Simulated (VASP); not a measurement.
A run of VASP 6.6.1:

Contents of INCAR:

```
SYSTEM = MgS
ALGO = Normal
EDIFF = 1E-6
ENCUT = 520
GGA = PE
ISIF = 2
ISMEAR = 0
LASPH = .TRUE.
LCHARG = .FALSE.
LREAL = .FALSE.
LWAVE = .FALSE.
NBANDS = 11
NELM = 60
PREC = Accurate
SIGMA = 0.1
```

Contents of KPOINTS:

```
k-points
0
G
  6 6 6
  0 0 0
```

POSCAR

```
MgS
1.0
    0.0000000000      2.6043975556      2.6043975556
    2.6043975556      0.0000000000      2.6043975556
    2.6043975556      2.6043975556      0.0000000000
Mg S
1 1
Direct
    0.0000000000      0.0000000000      0.0000000000
    0.5000000000      0.5000000000      0.5000000000
```

Potentials or basis: VASP PAW PBE potentials, release 64 (Mg, S).

Command:

```bash
$ cat potpaw_PBE.64/Mg/POTCAR potpaw_PBE.64/S/POTCAR > POTCAR
$ mpirun -np 1 vasp_std > vasp.out
```

Hardware: 1 thread of Intel(R) Xeon(R) 6975P-C (Granite Rapids), with other jobs on the host.

Q: How long does it take, and how much memory?

A: It took 4.4 s on 1 thread of Intel(R) Xeon(R) 6975P-C (Granite Rapids), on a shared host, peak memory 0.15 GiB. Counts: scf iterations 12, k points 16.
